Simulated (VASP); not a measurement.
Tc:

```
Tc
1.0
     0.00000    1.95000    1.95000
     1.95000    0.00000    1.95000
     1.95000    1.95000    0.00000
Tc
1
Direct
  0.00000 0.00000 0.00000
```

This isn't the form of Tc at room conditions, which is hcp.

```yaml
Program: VASP 6.6.1
Task: relaxation of cell and atoms
Functional: PBE
Dispersion: D4
Potentials_or_basis: VASP PAW PBE potentials, release 64 (Tc_pv)
Cutoff: 600 eV
k_mesh: 13 × 13 × 13
Occupations: methfessel-paxton, width 0.2 eV
Spin: no spin polarisation
```

At the start: pressure -12.4 GPa; volume 14.83 Å³/atom.

Task: Where does the relaxation end?

Result: Over 4 steps the energy falls by 26.0 meV/atom and the volume is 14.19 Å³/atom (-4.3 %); space group Fm-3m (No. 225, to 0.1 Å) before and after.

The path:
| step | energy change (eV) | largest force (eV/Å) | pressure (GPa) | volume (Å³) |
| --- | --- | --- | --- | --- |
| 1 | 0.0000 | 0.0000 | -12.45 | 14.83 |
| 2 | 0.2245 | 0.0000 | 53.05 | 12.49 |
| 3 | -0.0259 | 0.0000 | -0.82 | 14.22 |
| 4 | -0.0260 | 0.0000 | -0.04 | 14.19 |

Final structure:
```xyz
1
Lattice="0.0000 1.9216 1.9216 1.9216 0.0000 1.9216 1.9216 1.9216 0.0000" Properties=species:S:1:pos:R:3 pbc="T T T"
Tc    1.9216    0.0000    1.9216
```
